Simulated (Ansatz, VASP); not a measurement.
ZrB2: VASP beside Ansatz

```
Zr B
1.0
     3.39001    0.00000    0.00000
     0.00000    3.39001    0.00000
     0.00000    0.00000    3.19376
Zr B
1 2
Direct
  0.50000 0.50000 0.50000
  0.00000 0.00000 0.50000
  0.00000 0.00000 0.00000
```

Alike in both runs: functional PBE; k mesh 8 × 8 × 4; occupations gaussian, width 0.2 eV; no spin polarisation.

Ansatz relaxed the structure, and its values are those at the end. VASP's run is a single point on that final structure, the one shown.

|  | VASP | Ansatz |
| --- | --- | --- |
| version | VASP 6.6.1 | Ansatz 0.2.0 |
| potentials or method | VASP PAW PBE potentials, release 64 (Zr_sv, B), cutoff 500 eV | scalar-relativistic, plane waves, PAW |
| valence electrons in the cell | 18 | 18 |

|  | VASP | Ansatz | Ansatz less VASP |
| --- | --- | --- | --- |
| gap on the k mesh at the Fermi level (eV) | none | none | - |
| pressure (GPa) | 0.1 | 0.0 | -0.11 |

A gap of «none» marks a metal or a gap that the smearing closes. With one functional, cell and mesh, what is left measures potentials, basis and numerics.

The k mesh is coarse, so the values compare programs but aren't converged.
